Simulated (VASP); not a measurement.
Write the native input for VASP 6.6.1 that does the following.

| Quantity | Value |
| --- | --- |
| Task | single point |
| Functional | PBE |
| Potentials or basis | VASP PAW PBE potentials, release 64 (Ga_d, N) |
| Cutoff | 520 eV |
| k mesh | 6 × 6 × 6 |
| Occupations | methfessel-paxton, width 0.05 eV |
| Spin | no spin polarisation |
| Dipole correction | no |
| Further INCAR settings | ALGO = Normal; EDIFF = 1e-06; NBANDS = 16 |

The structure of GaN lies in POSCAR:

```
GaN
1.0
    0.0000000000      2.2489525415      2.2489525415
    2.2489525415      0.0000000000      2.2489525415
    2.2489525415      2.2489525415      0.0000000000
Ga N
1 1
Direct
    0.0000000000      0.0000000000      0.0000000000
    0.2500000000      0.2500000000      0.2500000000
```

The input as run:

INCAR

```
ALGO     = Normal         # electronic algorithm
EDIFF    = 1E-6           # SCF threshold, eV
ENCUT    = 520            # plane-wave cutoff, eV
GGA      = PE             # functional
ISIF     = 2              # what is computed and relaxed
ISMEAR   = 1              # smearing method
LASPH    = True           # aspherical terms in the spheres
LCHARG   = False          # write CHGCAR
LREAL    = False          # projectors in reciprocal space
LWAVE    = False          # write WAVECAR
NBANDS   = 16             # bands
NELM     = 80             # most SCF steps
PREC     = Accurate       # precision mode
SIGMA    = 0.05           # smearing width, eV
```

KPOINTS

```
k-points
0
Gamma
  6 6 6
```

Potentials or basis: VASP PAW PBE potentials, release 64 (Ga_d, N).

The run is started by

```bash
$ cat potpaw_PBE.64/Ga_d/POTCAR potpaw_PBE.64/N/POTCAR > POTCAR
$ mpirun -np 1 vasp_std > vasp.out
```

Results of the run:

- Pressure: 6.2 GPa
- Band gap on the k mesh: 1.76 eV, direct

Run time: 7.8 s on 1 thread of Intel(R) Xeon(R) Platinum 8559C (Emerald Rapids), on a shared host, peak memory 0.13 GiB.
